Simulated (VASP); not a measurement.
Runs of VASP 6.6.1 on Mo. The structure is that of space group P6/mmm (No. 191), or close to it. The cells are those of the table. 

| task | cell | k mesh | cutoff (eV) | gap on the mesh (eV) | pressure (GPa) |
| --- | --- | --- | --- | --- | --- |
| relaxation of cell and atoms | relaxed from a = 4.449, b = 4.449, c = 2.728 Å, angles 90.0, 90.0, 120.0°, 3 atoms | 8 × 8 × 11 | 600 | none | 0.0 |
| single point | a = 4.468, b = 4.468, c = 2.450 Å, angles 90.0, 90.0, 120.0°, 3 atoms | 9 × 9 × 14 | 520 | none | 28.3 |
| single point | a = 4.594, b = 4.594, c = 2.519 Å, angles 90.0, 90.0, 120.0°, 3 atoms | 8 × 8 × 11 | 520 | none | 1.2 |
| single point | a = 4.402, b = 4.402, c = 2.414 Å, angles 90.0, 90.0, 120.0°, 3 atoms | 9 × 9 × 14 | 520 | none | 46.5 |
| single point | a = 4.771, b = 4.771, c = 2.616 Å, angles 90.0, 90.0, 120.0°, 3 atoms | 9 × 9 × 14 | 520 | none | -23.1 |
| single point | a = 4.594, b = 4.594, c = 2.519 Å, angles 90.0, 90.0, 120.0°, 3 atoms | 11 × 11 × 16 | 520 | none | (a) |
| single point | a = 4.713, b = 4.713, c = 2.584 Å, angles 90.0, 90.0, 120.0°, 3 atoms | 9 × 9 × 14 | 520 | none | (b) |
| single point | a = 4.594, b = 4.594, c = 2.519 Å, angles 90.0, 90.0, 120.0°, 3 atoms | 9 × 9 × 14 | 520 | none | 1.2 |

Alike in all rows: level LDA; potentials or basis VASP PAW LDA potentials, release 64 (Mo_sv); no spin polarisation; smearing fermi-dirac 0.1 eV.

Q: Fill in the values left out.

A: (a) 1.3; (b) -16.6.

A k mesh can miss the band edges, and the runs leave out spin-orbit coupling on Mo.

A gap of «none» marks levels without a gap at the run's occupations.
